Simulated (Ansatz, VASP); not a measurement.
## Te in VASP and in Ansatz

```
CELL_PARAMETERS angstrom
4.54543 0.00000 0.00000
-2.27272 3.93646 0.00000
0.00000 0.00000 6.04121
ATOMIC_POSITIONS crystal
Te 0.74500 0.00000 0.33333
Te 0.00000 0.74500 0.66667
Te 0.25500 0.25500 0.00000
```

Change from the starting cell: volume scaled by 1.06.

Alike in both runs: task single point; functional PBE; k mesh 9 × 9 × 6; occupations fermi-dirac, width 0.08 eV; no spin polarisation.

```csv
,VASP,Ansatz
version,VASP 6.6.1,Ansatz 0.2.0
potentials or method,"VASP PAW PBE potentials, release 64 (Te), cutoff 520 eV","all-electron LAPW, scalar-relativistic"
```

|  | VASP | Ansatz | Ansatz less VASP |
| --- | --- | --- | --- |
| pressure (GPa) | 0.3 | 0.3 | -0.01 |
| traceless stress, the component that is largest in VASP (GPa) | -0.25 | -0.27 | -0.024 |
| rms of the force components (eV/Å) | 0.138 | 0.129 | -0.0089 |

Atom by atom the forces differ by 0.009 eV/Å (rms over components). Ansatz ran all-electron here, and VASP with PAW potentials.

Spin-orbit coupling is off throughout.
